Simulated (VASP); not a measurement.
A run of VASP 6.6.1:

POSCAR

```
Ta2Co
1.0
   -3.0421390431      3.0421390431      2.4827621954
    3.0421390431     -3.0421390431      2.4827621954
    3.0421390431      3.0421390431     -2.4827621954
Ta Co
4 2
Direct
    0.1613538500      0.6613538500      0.8227076900
    0.6613538500      0.8386461600      0.5000000000
    0.3386461500      0.1613538500      0.5000000000
    0.8386461600      0.3386461500      0.1772923100
    0.7500000000      0.7500000000      0.0000000000
    0.2500000000      0.2500000000      0.0000000000
```

File INCAR.step1:

```
SYSTEM = Ta2Co
ALGO = Normal
EDIFF = 1E-4
ENCUT = 520
GGA = PE
ISMEAR = 0
ISPIN = 2
LASPH = .True.
LCHARG = .False.
LMAXMIX = 4
LREAL = .False.
LWAVE = .True.
MAGMOM = 0 0 0 0 3 3
NBANDS = 44
NELM = 150
PREC = Accurate
SIGMA = 0.1
```

INCAR.step2

```
SYSTEM = Ta2Co
ALGO = Normal
EDIFF = 1E-7
ENCUT = 520
ISIF = 2
ISMEAR = 0
ISPIN = 2
ISTART = 1
LASPH = .True.
LCHARG = .False.
LMAXMIX = 4
LMIXTAU = .True.
LORBIT = 11
LREAL = .False.
LWAVE = .False.
MAGMOM = 0 0 0 0 3 3
METAGGA = R2SCAN
NBANDS = 44
NELM = 150
PREC = Accurate
SIGMA = 0.1
```

Contents of KPOINTS:

```
k-points
0
Gamma
  6 6 6
  0 0 0
```

Potentials or basis: VASP PAW PBE potentials, release 64 (Ta_pv, Co).

Run with:

```console
$ cat potpaw_PBE.64/Ta_pv/POTCAR potpaw_PBE.64/Co/POTCAR > POTCAR
$ cp INCAR.step1 INCAR
$ mpirun -np 1 vasp_std > vasp.out
$ cp INCAR.step2 INCAR
$ mpirun -np 1 vasp_std > vasp.out
```

Hardware: 1 thread of Intel(R) Xeon(R) 6975P-C (Granite Rapids), on a shared host.

Problem. Estimate the wall time of this run.

Solution. Run time: 11 min on 1 thread of Intel(R) Xeon(R) 6975P-C (Granite Rapids) (shared host), peak memory 0.43 GiB. Counts: k points 30.
